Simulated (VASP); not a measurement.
LiCl: single point with r2SCAN

LiCl:

```xyz
16
Lattice="0.0000 5.5054 5.5054 5.5054 0.0000 5.5054 5.5054 5.5054 0.0000" Properties=species:S:1:pos:R:3 pbc="T T T"
Li    0.0288   -0.1624   -0.0491
Li    2.9797    2.7297   -0.1255
Li    2.7154    0.0785    2.7746
Li    5.4008    2.8207    2.8109
Li    0.0095    2.6939    2.8277
Li    2.8077    5.6678    2.5179
Li    2.9151    2.8612    5.5213
Li    5.4948    5.4924    5.6702
Cl    1.5220    1.4015    1.2411
Cl    3.8789    4.1436    1.3413
Cl    4.2132    1.3905    4.0965
Cl    6.9119    4.2580    4.1607
Cl    1.2964    4.0225    4.1809
Cl    4.1575    6.6532    4.1128
Cl    4.1359    4.1495    7.0126
Cl    6.9466    6.9920    6.9648
```

```json
{
  "Program": "VASP 6.6.1",
  "Task": "single point",
  "Functional": "r2SCAN",
  "Potentials or basis": "VASP PAW PBE potentials, release 64 (Li_sv, Cl)",
  "Cutoff": "520 eV",
  "k mesh": "2 × 2 × 2",
  "Occupations": "fermi-dirac, width 0.052 eV",
  "Spin": "no spin polarisation"
}
```

```yaml
Largest_force: 0.867 eV/Å
Band_gap_on_the_k_mesh: 6.51 eV
```

Forces on the atoms (eV/Å):
```
Li  -0.105  0.386  0.255
Li  -0.520 -0.154 -0.170
Li   0.005  0.071 -0.048
Li   0.292  0.255 -0.131
Li   0.108 -0.197 -0.229
Li  -0.148 -0.237  0.562
Li  -0.228 -0.156 -0.072
Li   0.246  0.015 -0.068
Cl  -0.373 -0.106  0.125
Cl   0.863 -0.080 -0.006
Cl  -0.183 -0.075  0.285
Cl  -0.114 -0.261 -0.007
Cl   0.376 -0.031 -0.143
Cl   0.139  0.320 -0.023
Cl   0.097 -0.080  0.028
Cl  -0.454  0.331 -0.360
```

Levels at points of the mesh, in eV from the valence-band top:
| k point | band 36 | band 37 | band 38 | band 39 | band 40 | band 41 | band 42 | band 43 | band 44 | band 45 |
| --- | --- | --- | --- | --- | --- | --- | --- | --- | --- | --- |
| (0.00, 0.00, 0.00) | -0.19 | -0.18 | -0.03 | -0.02 | 0.00 | 6.51 | 6.89 | 7.11 | 7.30 | 8.78 |
| (0.50, 0.00, 0.00) | -0.44 | -0.35 | -0.17 | -0.11 | -0.07 | 7.73 | 7.76 | 8.14 | 8.24 | 8.32 |
| (0.00, 0.50, 0.00) | -0.47 | -0.26 | -0.18 | -0.14 | -0.09 | 7.73 | 7.81 | 7.96 | 8.16 | 8.42 |
| (0.00, 0.00, 0.50) | -0.50 | -0.23 | -0.18 | -0.13 | -0.11 | 7.76 | 7.88 | 8.16 | 8.23 | 8.30 |
| (0.50, 0.50, 0.50) | -0.46 | -0.32 | -0.18 | -0.12 | -0.07 | 7.73 | 7.76 | 8.16 | 8.19 | 8.31 |
| (0.50, 0.50, 0.00) | -0.45 | -0.35 | -0.30 | -0.24 | -0.23 | 7.61 | 7.67 | 8.48 | 8.58 | 8.92 |
| (0.00, 0.50, 0.50) | -0.46 | -0.33 | -0.31 | -0.18 | -0.16 | 7.59 | 7.80 | 8.32 | 8.70 | 8.91 |
| (0.50, 0.00, 0.50) | -0.47 | -0.37 | -0.31 | -0.24 | -0.21 | 7.61 | 7.64 | 8.46 | 8.56 | 9.00 |

It took 19 min on 1 thread of Intel(R) Xeon(R) 6975P-C (Granite Rapids), on a shared host, peak memory 0.57 GiB.

Caveat: the k points lie up to 0.49 Å⁻¹ apart; the atoms stand as in a frame of molecular dynamics; the structure was generated, so it needn't be the stable form of LiCl; the PAW data sets were made with another functional, which shifts forces and pressure a little.
